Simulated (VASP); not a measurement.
# Si62N (a cell with a defect) in VASP: notebook, part 2 of 2

VASP 6.6.1. Earlier steps stand in the parts before.

## Step 3: Single point, PBEsol, collinear spin

The input, INCAR:

```
SYSTEM = Si62N
PREC = Accurate
ENCUT = 520
EDIFF = 1E-6
ISMEAR = -1
SIGMA = 0.05
LREAL = Auto
LASPH = .True.
NELM = 200
ALGO = Normal
ISIF = 2
LWAVE = .False.
LCHARG = .False.
ISPIN = 2
MAGMOM = 0 0 0 0 0 0 0 0 0 0 0 0 0 0 0 0 0 0 0 0 0 0.286 0 0.286 0 0 0 0 0 0 0 0 0 0 0 0 0 0.286 0 0 0.286 0 0 0 0 0 0 0 0 0 0 0 0 0.286 0 0 0 0 0.286 0 0 0 0.286
LORBIT = 11
GGA = PS
NELECT = 254.0
ISYM = -1
NBANDS = 168
GGA_COMPAT = .False.
```

The input, KPOINTS:

```
explicit points
1
Reciprocal
  0.25000000   0.25000000   0.25000000 1
```

The input, POSCAR:

```
Si62N
1.0
   10.8655790000      0.0000000000      0.0000000000
    0.0000000000     10.8655790000      0.0000000000
    0.0000000000      0.0000000000     10.8655790000
Si N
62 1
Direct
    0.0002760000      0.0002280000      0.0000030000
    0.0013520000      0.0013280000      0.5003240000
    0.0013320000      0.5006020000      0.0010550000
    0.9995050000      0.5005960000      0.5003900000
    0.5006290000      0.0013180000      0.0010750000
    0.5006410000      0.9994460000      0.5003890000
    0.5006400000      0.5005970000      0.9992430000
    0.1250960000      0.1250540000      0.1248360000
    0.1278270000      0.1277400000      0.6253410000
    0.1277930000      0.6255770000      0.1274740000
    0.1259150000      0.6260580000      0.6258410000
    0.6256380000      0.1277470000      0.1274990000
    0.6260950000      0.1258700000      0.6258280000
    0.6261100000      0.6260670000      0.1256500000
    0.2494570000      0.2494240000      0.9963560000
    0.2519370000      0.2518820000      0.4973860000
    0.2531140000      0.7487150000      0.9990620000
    0.2609530000      0.7403630000      0.5015800000
    0.7487730000      0.2530560000      0.9990720000
    0.7404020000      0.2609120000      0.5015690000
    0.7516330000      0.7515990000      0.0012200000
    0.7433400000      0.7433050000      0.5152960000
    0.3740710000      0.3740130000      0.1225300000
    0.3898900000      0.3898590000      0.5948580000
    0.3778290000      0.8697480000      0.1292610000
    0.3818660000      0.8703410000      0.6276310000
    0.8697760000      0.3778010000      0.1292580000
    0.8704300000      0.3817790000      0.6276150000
    0.8761880000      0.8761210000      0.1276530000
    0.8753830000      0.8753610000      0.6255140000
    0.2494700000      0.9965850000      0.2492110000
    0.2531090000      0.9992770000      0.7484770000
    0.2518450000      0.4975660000      0.2515880000
    0.2609590000      0.5018110000      0.7401380000
    0.7487500000      0.9992940000      0.2527990000
    0.7516250000      0.0014640000      0.7513660000
    0.7404060000      0.5018040000      0.2606970000
    0.7432930000      0.5155770000      0.7430360000
    0.3740780000      0.1227380000      0.3738220000
    0.3778090000      0.1294910000      0.8695020000
    0.3898450000      0.5950670000      0.3895750000
    0.3818610000      0.6278490000      0.8701430000
    0.8697550000      0.1295010000      0.3775390000
    0.8761940000      0.1278800000      0.8758980000
    0.8704550000      0.6278270000      0.3815360000
    0.8753590000      0.6257590000      0.8750770000
    0.9966200000      0.2494390000      0.2491940000
    0.9993680000      0.2530330000      0.7484600000
    0.9993670000      0.7486890000      0.2527980000
    0.0014990000      0.7516010000      0.7513560000
    0.4976350000      0.2518150000      0.2516150000
    0.5018440000      0.2609110000      0.7401310000
    0.5018360000      0.7403680000      0.2606840000
    0.5157400000      0.7431840000      0.7429730000
    0.1227830000      0.3740210000      0.3738200000
    0.1295250000      0.3777770000      0.8694990000
    0.1295290000      0.8697230000      0.3775580000
    0.1279240000      0.8761350000      0.8759090000
    0.5951100000      0.3898350000      0.3896080000
    0.6278710000      0.3817770000      0.8701690000
    0.6278650000      0.8704020000      0.3815290000
    0.6257650000      0.8753240000      0.8750880000
    0.4707620000      0.4707340000      0.4704780000
```

Potentials or basis: VASP PAW PBE potentials, release 64 (Si, N).

Launch:

```
$ cat potpaw_PBE.64/Si/POTCAR potpaw_PBE.64/N/POTCAR > POTCAR
$ mpirun -np 1 vasp_std > vasp.out
```

OUTCAR:

```text
SYSTEM = Si62N
   PREC = Accurate
   ENCUT = 520
   EDIFF = 1E-6
   ISMEAR = -1
   LREAL = Auto
   LASPH = .True.
   NELM = 200
   ISIF = 2
   ISPIN = 2
   LORBIT = 11
   GGA = PS
   NELECT = 254.0
   ISYM = -1

 ion  position               nearest neighbor table
   1  0.000  0.000  0.000-   8 2.35  58 2.36  44 2.36  29 2.36
   2  0.001  0.001  0.500-  30 2.37   9 2.37  57 2.40  43 2.40
   3  0.001  0.501  0.001-  46 2.37  10 2.37  27 2.40  56 2.40
   4  1.000  0.501  0.500-  28 2.35  45 2.35  55 2.36  11 2.37
   5  0.501  0.001  0.001-  62 2.37  12 2.37  25 2.40  40 2.40
   6  0.501  0.999  0.500-  61 2.35  26 2.35  39 2.36  13 2.37
[... 43 lines left out ...]
  50  0.001  0.752  0.751-  11 2.36  58 2.36  46 2.36  30 2.36
  51  0.498  0.252  0.252-  39 2.35  23 2.35  12 2.36  59 2.37
  52  0.502  0.261  0.740-  13 2.35  60 2.37  40 2.41  24 2.44
  53  0.502  0.740  0.261-  14 2.35  61 2.37  25 2.41  41 2.44
  54  0.516  0.743  0.743-  62 2.36  26 2.37  42 2.37
  55  0.123  0.374  0.374-  33 2.35  16 2.35  47 2.35   4 2.36
  56  0.130  0.378  0.869-  15 2.35  48 2.36   3 2.40  34 2.41
  57  0.130  0.870  0.378-  31 2.35  49 2.36   2 2.40  18 2.41
  58  0.128  0.876  0.876-  50 2.36  32 2.36  17 2.36   1 2.36
  59  0.595  0.390  0.390-  63 1.84  51 2.37  37 2.44  20 2.44
  60  0.628  0.382  0.870-   7 2.35  38 2.37  52 2.37  19 2.38
[... 538 lines left out ...]
  energy-cutoff  :      520.00
  volume of cell :     1282.80
      direct lattice vectors                 reciprocal lattice vectors
    10.865579000  0.000000000  0.000000000     0.092033752  0.000000000  0.000000000
     0.000000000 10.865579000  0.000000000     0.000000000  0.092033752  0.000000000
     0.000000000  0.000000000 10.865579000     0.000000000  0.000000000  0.092033752

 POSITION                                       TOTAL-FORCE (eV/Angst)
 -----------------------------------------------------------------------------------
      0.00300      0.00248      0.00003         0.006061      0.006694      0.003841
      0.01469      0.01443      5.43631        -0.006963     -0.007260     -0.028315
      0.01447      5.43933      0.01146        -0.007239     -0.031456     -0.007376
     10.86020      5.43927      5.43703         0.005626      0.006786      0.004794
      5.43962      0.01432      0.01168        -0.031312     -0.007634     -0.007796
      5.43975     10.85956      5.43702         0.005622      0.006160      0.004802
[... 55 lines left out ...]
      6.79930      9.51090      9.50834         0.020400     -0.007120     -0.006893
      5.11510      5.11480      5.11202         0.010057      0.011362      0.012352
 -----------------------------------------------------------------------------------
    total drift:                               -0.018926     -0.020926     -0.026940

  FREE ENERGIE OF THE ION-ELECTRON SYSTEM (eV)
  ---------------------------------------------------
  free  energy   TOTEN  =      -356.2163343679 eV

  energy  without entropy=     -356.1536694924  energy(sigma->0) =     -356.18500193

 total charge

# of ion       s       p       d       tot
------------------------------------------
    1        0.753   0.938   0.000   1.691
    2        0.758   0.908   0.000   1.665
    3        0.758   0.908   0.000   1.665
    4        0.753   0.936   0.000   1.689
    5        0.758   0.908   0.000   1.665
    6        0.753   0.936   0.000   1.689
[... 55 lines left out ...]
   62        0.753   0.932   0.000   1.685
   63        1.220   2.528   0.000   3.748
--------------------------------------------------
tot         48.092  59.517   0.000 107.610

 magnetization (x)

# of ion       s       p       d       tot
------------------------------------------
    1        0.000   0.004   0.000   0.004
    2        0.002   0.010   0.000   0.012
    3        0.002   0.010   0.000   0.012
    4       -0.000   0.000   0.000  -0.000
    5        0.002   0.010   0.000   0.012
    6       -0.000   0.000   0.000  -0.000
[... 55 lines left out ...]
   62        0.000   0.001   0.000   0.001
   63        0.000  -0.001   0.000  -0.001
--------------------------------------------------
tot          0.159   0.582   0.000   0.741
```

OSZICAR:

```text
N       E                     dE             d eps       ncg     rms          rms(c)
DAV:   1     0.665623005636E+03    0.66562E+03   -0.96640E+04   672   0.125E+03
DAV:   2    -0.287942759189E+03   -0.95357E+03   -0.90230E+03   800   0.182E+02
DAV:   3    -0.362278710049E+03   -0.74336E+02   -0.72791E+02   816   0.449E+01
DAV:   4    -0.364552631851E+03   -0.22739E+01   -0.22540E+01   832   0.942E+00
DAV:   5    -0.364623059410E+03   -0.70428E-01   -0.70224E-01   824   0.161E+00    0.281E+01
DAV:   6    -0.357790768094E+03    0.68323E+01   -0.90121E+00  1032   0.708E+00    0.167E+01
DAV:   7    -0.356424329048E+03    0.13664E+01   -0.11001E+01   736   0.556E+00    0.483E+00
DAV:   8    -0.356224701068E+03    0.19963E+00   -0.25908E+00  1096   0.356E+00    0.207E+00
DAV:   9    -0.356194971258E+03    0.29730E-01   -0.77126E-01   800   0.188E+00    0.984E-01
DAV:  10    -0.356222586608E+03   -0.27615E-01   -0.45785E-01   832   0.985E-01    0.810E-01
DAV:  11    -0.356214289683E+03    0.82969E-02   -0.38946E-02   864   0.473E-01    0.473E-01
DAV:  12    -0.356217490247E+03   -0.32006E-02   -0.61356E-02   792   0.381E-01    0.280E-01
DAV:  13    -0.356216262372E+03    0.12279E-02   -0.54381E-03   824   0.192E-01    0.163E-01
DAV:  14    -0.356216284516E+03   -0.22144E-04   -0.44609E-03   776   0.987E-02    0.480E-02
DAV:  15    -0.356216343955E+03   -0.59439E-04   -0.22545E-04   768   0.375E-02    0.269E-02
DAV:  16    -0.356216333476E+03    0.10479E-04   -0.19362E-05   816   0.130E-02    0.143E-02
DAV:  17    -0.356216334576E+03   -0.11001E-05   -0.59557E-05   784   0.128E-02    0.836E-03
DAV:  18    -0.356216334368E+03    0.20842E-06   -0.56748E-06   736   0.554E-03
   1 F= -.35621633E+03 E0= -.35618500E+03  d E =-.626649E-01  mag=     1.8558
```

stdout:

```text
POSCAR found type information on POSCAR SiN
 POSCAR found :  2 types and      63 ions
 scaLAPACK will be used
 -----------------------------------------------------------------------------
|                                                                             |
|                                                                             |
|     You enforced a specific xc type in the INCAR file but a different       |
|     I HOPE YOU KNOW WHAT YOU ARE DOING!                                     |
|                                                                             |
 -----------------------------------------------------------------------------

 LDA part: xc-table for (Slater+PW92), standard interpolation
 POSCAR, INCAR and KPOINTS ok, starting setup
 FFT: planning ... GRIDC
 FFT: planning ... GRID_SOFT
 FFT: planning ... GRID
 WAVECAR not read
 entering main loop
 the old and the new charge density differ
 old charge density:   253.00000 new  254.00000
    0.281E+01
```

Run time: 12 min. Hardware: 1 thread of Intel Xeon 6975P-C (Granite Rapids), shared host; peak memory 1.6 GiB.

Results:

* Free energy: -356.2163 eV
* Largest force: 0.038 eV/Å
* Net moment: 1.86 μB per cell
* Site moments: Si +0.00, +0.01, -0.00, +0.02, +0.14 (each value once); N -0.00 μB
* Valence electrons inside the program's atomic spheres: Si 1.69, 1.67, 1.68, 1.70, 1.64, 1.60 (each value once); N 3.75

Forces on the atoms (eV/Å):
```
Si   0.006  0.007  0.004
Si  -0.007 -0.007 -0.028
Si  -0.007 -0.031 -0.007
Si   0.006  0.007  0.005
Si  -0.031 -0.008 -0.008
Si   0.006  0.006  0.005
Si   0.004  0.005  0.007
Si   0.002  0.003  0.005
Si  -0.004 -0.005 -0.030
Si  -0.004 -0.030 -0.003
Si   0.007  0.005  0.006
Si  -0.030 -0.004 -0.003
Si   0.006  0.007  0.006
Si   0.005  0.004  0.007
Si   0.000  0.000 -0.004
Si  -0.006 -0.006  0.011
Si   0.008  0.032 -0.002
Si   0.011 -0.016 -0.030
Si   0.031  0.008 -0.002
Si  -0.015  0.011 -0.029
Si  -0.001  0.000 -0.001
Si   0.011  0.011  0.028
Si  -0.005 -0.005  0.001
Si  -0.001 -0.001  0.033
Si   0.017  0.000  0.003
Si  -0.001 -0.005 -0.038
Si   0.000  0.018  0.003
Si  -0.006 -0.002 -0.038
Si  -0.005 -0.004 -0.001
Si  -0.008 -0.009  0.017
Si  -0.001 -0.004 -0.001
Si   0.008 -0.001  0.031
Si  -0.001  0.014 -0.001
Si   0.011 -0.030 -0.014
Si   0.033  0.001  0.008
Si   0.000 -0.001  0.000
Si  -0.015 -0.031  0.010
Si   0.010  0.026  0.011
Si  -0.006  0.003 -0.005
Si   0.019  0.002  0.000
Si  -0.001  0.034 -0.002
Si  -0.002 -0.036 -0.006
Si   0.001  0.002  0.016
Si  -0.005  0.000 -0.004
Si  -0.005 -0.036 -0.001
Si  -0.007  0.019 -0.006
Si  -0.004 -0.002 -0.001
Si  -0.001  0.009  0.032
Si   0.000  0.033  0.008
Si  -0.001  0.000 -0.001
Si   0.013 -0.001 -0.002
Si  -0.030  0.011 -0.014
Si  -0.031 -0.016  0.010
Si   0.025  0.011  0.012
Si   0.003 -0.006 -0.006
Si   0.003  0.018  0.000
Si   0.003  0.001  0.016
Si  -0.001 -0.004 -0.004
Si   0.034 -0.002 -0.004
Si  -0.035 -0.002 -0.006
Si  -0.035 -0.005 -0.001
Si   0.020 -0.007 -0.007
N    0.010  0.011  0.012
```

Caveat: the cell carries a net charge on a neutralising background, which shifts energy and pressure; the PAW data sets were made with another functional, which shifts forces and pressure a little.
